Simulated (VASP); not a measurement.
# Mg (P6_3/mmc) in VASP: a series of runs

Runs on Mg. Level: PBE. Tasks: single point.

Everything below comes from runs of VASP 6.6.1. Logs are shortened: lines on timing, memory, paths and dates and some standing lists are left out, and cuts for length are marked.

## (1) The cell of the first run

The structure is hexagonal, space group P6_3/mmc (No. 194). Conventional cell: a = 3.108 Å, b = 3.108 Å, c = 5.046 Å, α = 90.00°, β = 90.00°, γ = 120.00°. Mg (site symmetry -6m2) has 12 Mg at 3.10 to 3.11 Å within 4.1 Å.

## (2) Single point, PBE (21.10 Å³/atom)

INCAR reads:

```
PREC = Accurate ; ENCUT = 520
EDIFF = 1E-7 ; ISMEAR = -1
SIGMA = 0.1 ; LREAL = False
LASPH = True ; NELM = 60
ALGO = Normal ; ISIF = 2
LWAVE = False ; LCHARG = False
GGA = PE ; NBANDS = 9
```

KPOINTS reads:

```
regular mesh
0
Gamma
  19 19 10
```

POSCAR reads:

```
Mg
1.0
    3.1077245113      0.0000000000      0.0000000000
   -1.5538622556      2.6913683747      0.0000000000
    0.0000000000      0.0000000000      5.0457369161
Mg
2
Direct
    0.3333333333      0.6666666667      0.2500000000
    0.6666666667      0.3333333333      0.7500000000
```

Potentials or basis: VASP PAW PBE potentials, release 64 (Mg).

Started as:

```sh
$ cat potpaw_PBE.64/Mg/POTCAR > POTCAR
$ mpirun -np 1 vasp_std > vasp.out
```

OUTCAR:

```text
PREC = Accurate
   ENCUT = 520
   EDIFF = 1E-7
   ISMEAR = -1
   LREAL = False
   LASPH = True
   NELM = 60
   ISIF = 2
   GGA = PE

 ion  position               nearest neighbor table
   1  0.333  0.667  0.250-   2 3.10   2 3.10   2 3.10   2 3.10   2 3.10   2 3.10
   2  0.667  0.333  0.750-   1 3.10   1 3.10   1 3.10   1 3.10   1 3.10   1 3.10

  LATTYP: Found a hexagonal cell.
 ALAT       =     3.1077245113
 C/A-ratio  =     1.6236113908

  Lattice vectors:

 A1 = (   3.1077245113,   0.0000000000,   0.0000000000)
 A2 = (  -1.5538622556,   2.6913683747,   0.0000000000)
 A3 = (   0.0000000000,   0.0000000000,   5.0457369161)

Analysis of symmetry for initial positions (statically):
=====================================================================
 Subroutine PRICEL returns:
 Original cell was already a primitive cell.

 Routine SETGRP: Setting up the symmetry group for a
 hexagonal supercell.

 Subroutine GETGRP returns: Found 24 space group operations
 (whereof 12 operations were pure point group operations)
 out of a pool of 24 trial point group operations.

The static configuration has the point symmetry D_3d.
 The point group associated with its full space group is D_6h.

Analysis of symmetry for dynamics (positions and initial velocities):
=====================================================================
 Subroutine PRICEL returns:
 Original cell was already a primitive cell.

 Routine SETGRP: Setting up the symmetry group for a
 hexagonal supercell.

 Subroutine GETGRP returns: Found 24 space group operations
 (whereof 12 operations were pure point group operations)
 out of a pool of 24 trial point group operations.

The dynamic configuration has the point symmetry D_3d.
 The point group associated with its full space group is D_6h.

 Subroutine INISYM returns: Found 24 space group operations
 (whereof 12 operations are pure point group operations),
 and found     1 'primitive' translations

----------------------------------------------------------------------------------------

                                     Primitive cell

  volume of cell :      42.2027

  direct lattice vectors                    reciprocal lattice vectors
     3.107724511  0.000000000  0.000000000     0.321778844  0.185779102  0.000000000
    -1.553862256  2.691368375  0.000000000     0.000000000  0.371558204  0.000000000
     0.000000000  0.000000000  5.045736916     0.000000000  0.000000000  0.198187107

  length of vectors
     3.107724511  3.107724511  5.045736916     0.371558204  0.371558204  0.198187107

  position of ions in fractional coordinates (direct lattice)
     0.333333333  0.666666667  0.250000000
     0.666666667  0.333333333  0.750000000

  ion indices of the primitive-cell ions
   primitive index   ion index
                 1           1
                 2           2

----------------------------------------------------------------------------------------

 KPOINTS: regular mesh

Automatic generation of k-mesh.
 Grid dimensions read from file:
 generate k-points for:   19   19   10

 Generating k-lattice:

  Cartesian coordinates                     Fractional coordinates (reciprocal lattice)
     0.016935729  0.009777847  0.000000000     0.052631579  0.000000000  0.000000000
     0.000000000  0.019555695  0.000000000     0.000000000  0.052631579  0.000000000
     0.000000000  0.000000000  0.019818711     0.000000000  0.000000000  0.100000000

  Length of vectors
     0.019555695  0.019555695  0.019818711

  Shift w.r.t. Gamma in fractional coordinates (k-lattice)
     0.000000000  0.000000000  0.000000000

 Subroutine IBZKPT returns following result:
 ===========================================

 Found    240 irreducible k-points:

 Following reciprocal coordinates:
            Coordinates               Weight
  0.000000  0.000000  0.000000      1.000000
  0.052632 -0.000000  0.000000      6.000000
  0.105263 -0.000000  0.000000      6.000000
  0.157895 -0.000000  0.000000      6.000000
  0.210526  0.000000  0.000000      6.000000
  0.263158 -0.000000  0.000000      6.000000
[... 16 lines left out ...]
  0.263158  0.105263  0.000000     12.000000
  0.315789  0.105263  0.000000     12.000000
 [... further k-points ...]
   k-points           NKPTS =    240   k-points in BZ     NKDIM =    240   number of bands    NBANDS=      9
   number of dos      NEDOS =    301   number of ions     NIONS =      2
   total plane-waves  NPLWV =  23040
   dimension x,y,z NGX =    24 NGY =   24 NGZ =   40
   dimension x,y,z NGXF=    48 NGYF=   48 NGZF=   80
   ions per type =               2
   NGX,Y,Z   is equivalent  to a cutoff of  12.84, 12.84, 13.18 a.u.
   NGXF,Y,Z  is equivalent  to a cutoff of  25.68, 25.68, 26.36 a.u.
 SYSTEM =  unknown system
   PREC   = accura    normal or accurate (medium, high low for compatibility)
   ISTART =      0    job   : 0-new  1-cont  2-samecut
   ICHARG =      2    charge: 1-file 2-atom 10-const
   ISPIN  =      1    spin polarized calculation?
   LNONCOLLINEAR =      F non collinear calculations
   LSORBIT =      F    spin-orbit coupling
   LASPH  =      T    aspherical Exc in radial PAW
   ENCUT  =  520.0 eV  38.22 Ry    6.18 a.u.   5.78  5.78  9.38*2*pi/ulx,y,z
   NELM   =     60;   NELMIN=  2; NELMDL= -5     # of ELM steps
   EDIFF  = 0.1E-06   stopping-criterion for ELM
   LREAL  =      F    real-space projection
   EDIFFG = 0.1E-05   stopping-criterion for IOM
   NSW    =      0    number of steps for IOM
   IBRION =     -1    ionic relax: 0-MD 1-quasi-New 2-CG
   NFREE  =      0    steps in history (QN), initial steepest desc. (CG)
   ISIF   =      2    stress and relaxation
   ISYM   =      2    0-nonsym 1-usesym 2-fastsym
   POTIM  = 0.5000    time-step for ionic-motion
   TEBEG  =    0.0;   TEEND  =   0.0 temperature during run
   PSTRESS=    0.0 pullay stress
   NELECT =       4.0000    total number of electrons
   NUPDOWN=      -1.0000    fix difference up-down
   EMIN   =  10.00;   EMAX   =-10.00  energy-range for DOS
   EFERMI =   0.00;   METHOD = LEGACY
   ISMEAR =    -1;   SIGMA  =   0.10  broadening in eV -4-tet -1-fermi 0-gaus
   EFERMI_NEDOS =   21; number of points for ismear=-14 and -15
   IALGO  =     38    algorithm
   IMIX   =      4    mixing-type and parameters
     AMIX     =   0.40;   BMIX     =  1.00
     AMIX_MAG =   1.60;   BMIX_MAG =  1.00
  volume/ion in A,a.u.               =      21.10       142.40
  Fermi-wavevector in a.u.,A,eV,Ry     =   0.746417  1.410523  7.580323  0.557138
  Thomas-Fermi vector in A             =   1.842233
   LORBIT       =      0    0 simple, 1 ext, 2 COOP (PROOUT), +10 PAW based schemes
   GGA     = PE    functional components
   LHFCALC =     F    Hartree Fock is set to
   AEXX    =    0.0000 exact exchange contribution
   IVDW    =     0    specifies the selected vdW correction
   LEPSILON=     F    determine dielectric tensor
   LRPA    =     F    only Hartree local field effects (RPA)
 non-spin polarized calculation
  energy-cutoff  :      520.00
  volume of cell :       42.20
 maximum number of plane-waves:      1170
 NGX is ok and might be reduce to    24
   NGX = 11   NGY = 11   NGZ = 19

 number of electron       4.0000000 magnetization

 Free energy of the ion-electron system (eV)
  ---------------------------------------------------
  ext. energy  EPLUGINS =         0.00000000
  ---------------------------------------------------
  free energy    TOTEN  =        -2.98792422 eV

  energy without entropy =       -2.96037766  energy(sigma->0) =       -2.97415094

 E-fermi :   3.0887     XC(G=0):  -8.7556

 val. band max:        3.0823258717   @ k =   0.3158   0.2105   0.0000
 cond. band min:       3.0901621101   @ k =   0.3158   0.2105   0.2000
 fundamental gap:      0.0078362384
 Fermi energy:         3.0887021535

 k-point     1 :       0.0000    0.0000    0.0000
  band No.  band energies     occupation
      1      -4.2139      2.00000
      2       1.2643      2.00000
      3       1.8517      1.99999
      4      14.5252      0.00000
      5      14.5252      0.00000
      6      14.8162      0.00000
      7      14.8162      0.00000
      8      15.4168      0.00000
      9      17.3094      0.00000

 k-point     2 :       0.0526   -0.0000    0.0000
  band No.  band energies     occupation
      1      -4.1562      2.00000
      2       1.3165      2.00000
      3       1.9074      1.99999
      4      13.1876      0.00000
      5      13.8163      0.00000
      6      14.5894      0.00000
      7      15.5973      0.00000
      8      16.0846      0.00000
      9      17.9613      0.00000

 k-point     3 :       0.1053   -0.0000    0.0000
  band No.  band energies     occupation
      1      -3.9832      2.00000
      2       1.4732      2.00000
      3       2.0736      1.99992
      4      11.4983      0.00000
      5      13.0677      0.00000
      6      13.8217      0.00000
      7      16.3778      0.00000
      8      16.3904      0.00000
      9      16.5141      0.00000

 k-point     4 :       0.1579   -0.0000    0.0000
  band No.  band energies     occupation
      1      -3.6957      2.00000
      2       1.7344      2.00000
      3       2.3470      1.99880
      4       9.8346      0.00000
      5      12.4082      0.00000
      6      12.9713      0.00000
      7      14.7239      0.00000
      8      15.8194      0.00000
      9      17.0688      0.00000
[... 205 lines left out ...]
 k-point    22 :       0.2105    0.1053    0.0000
  band No.  band energies     occupation
      1      -2.6116      2.00000
      2       2.7290      1.94663
      3       3.3250      0.17209
      4       6.8954      0.00000
      5       8.8577      0.00000
      6      11.7356      0.00000
      7      12.6204      0.00000
      8      13.8256      0.00000
      9      14.8098      0.00000

 k-point    23 :       0.2632    0.1053    0.0000
  band No.  band energies     occupation
      1      -1.9902      2.00000
      2       3.3060      0.20444
      3       3.7640      0.00233
      4       5.6211      0.00000
      5       8.3834      0.00000
      6      10.3263      0.00000
      7      11.4715      0.00000
      8      13.3790      0.00000
      9      14.4851      0.00000

 k-point    24 :       0.3158    0.1053    0.0000
  band No.  band energies     occupation
      1      -1.2618      2.00000
      2       3.6107      0.01076
      3       3.9885      0.00025
      4       5.1112      0.00000
      5       7.9691      0.00000
      6       9.0108      0.00000
      7      10.4252      0.00000
      8      13.0487      0.00000
      9      14.2274      0.00000

 [... further k-points ...]
[... 5 lines left out ...]
  --------------------------------------------------------------------------------------
  -------------------------------------------------------------------------------------
  Total        0.9326337      0.9326337      0.9083491      0.0000000      0.0000000      0.0000000
  in kB       35.4063711     35.4063711     34.4844352      0.0000000      0.0000000      0.0000000
  external PRESSURE =      35.0990592 kB  Pullay stress =       0.0000000 kB

 VOLUME and BASIS-vectors are now :
 -----------------------------------------------------------------------------
  energy-cutoff  :      520.00
  volume of cell :       42.20
      direct lattice vectors                 reciprocal lattice vectors
     3.107724511  0.000000000  0.000000000     0.321778844  0.185779102  0.000000000
    -1.553862256  2.691368375  0.000000000     0.000000000  0.371558204  0.000000000
     0.000000000  0.000000000  5.045736916     0.000000000  0.000000000  0.198187107

 POSITION                                       TOTAL-FORCE (eV/Angst)
 -----------------------------------------------------------------------------------
     -0.00000      1.79425      1.26143         0.000000     -0.000000      0.000000
      1.55386      0.89712      3.78430        -0.000000      0.000000      0.000000
 -----------------------------------------------------------------------------------
    total drift:                               -0.000000      0.000000     -0.000000

  FREE ENERGIE OF THE ION-ELECTRON SYSTEM (eV)
  ---------------------------------------------------
  free  energy   TOTEN  =        -2.9879242179 eV

  energy  without entropy=       -2.9603776599  energy(sigma->0) =       -2.97415094
```

Wall time 74 s (1 thread of Intel Xeon 8259CL, shared host); peak memory 0.22 GiB.

Results:

```yaml
Free_energy: -2.9879 eV
Pressure: 3.5 GPa
Band_gap_on_the_k_mesh: zero (bands 2 and 3 overlap by 2.20 eV)
```

Levels at points of the mesh, in eV from the Fermi level:
| k point | band 1 | band 2 | band 3 | band 4 | band 5 |
| --- | --- | --- | --- | --- | --- |
| (0.00, 0.00, 0.00) | -7.30 | -1.82 | -1.24 | 11.44 | 11.44 |
| (0.00, 0.00, 0.50) | -5.83 | -5.83 | 5.29 | 5.29 | 12.19 |

Caveat: the cell stands under pressure.

(Continued in part 2 of 2.)
